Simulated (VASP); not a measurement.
Set up this calculation in VASP 6.6.1, as the native input.

* Task: single point
* Functional: PBEsol
* Potentials or basis: VASP PAW PBE potentials, release 64 (Al, Cu)
* Cutoff: 520 eV
* k mesh: 20 × 20 × 20
* Occupations: gaussian, width 0.15 eV
* Spin: no spin polarisation
* Dipole correction: no
* Further INCAR settings: ALGO = Fast; EDIFF = 1e-06; NBANDS = 14

The structure of AlCu lies in POSCAR:

```
AlCu
1.0
    2.9560037103     -0.0443400557      0.0000000000
   -0.0443400557      2.9560037103      0.0000000000
    0.0000000000      0.0000000000      2.9560037103
Al Cu
1 1
Direct
    0.0000000000      0.0000000000      0.0000000000
    0.5000000000      0.5000000000      0.5000000000
```

This cell differs from its parent crystal: strain -0.0300 x Voigt [0, 0, 0, 0, 0, 1].

The input as run:

INCAR

```
SYSTEM = AlCu
  PREC = Accurate
  ENCUT = 520
  EDIFF = 1E-6
  ISMEAR = 0
  SIGMA = 0.15
  LREAL = .False.
  LASPH = .True.
  NELM = 60
  ALGO = Fast
  ISIF = 2
  LWAVE = .False.
  LCHARG = .True.
  GGA = PS
  LELF = .True.
  LVHAR = .True.
  NBANDS = 14
```

KPOINTS

```
regular mesh
0
Gamma
  20 20 20
  0 0 0
```

Potentials or basis: VASP PAW PBE potentials, release 64 (Al, Cu).

Launch:

```bash
$ cat potpaw_PBE.64/Al/POTCAR potpaw_PBE.64/Cu/POTCAR > POTCAR
$ mpirun -np 1 vasp_std > vasp.out
```

Results of the run:

* Pressure: 0.0 GPa
* Band gap on the k mesh: zero (bands 7 and 8 overlap by 4.74 eV)

Caveat: the cell differs from its parent crystal (strain -0.0300 x Voigt [0, 0, 0, 0, 0, 1]); the PAW data sets were made with another functional, which shifts forces and pressure a little.

It took 2.9 min on 1 thread of Intel(R) Xeon(R) Platinum 8488C (Sapphire Rapids) (shared host), peak memory 0.53 GiB.
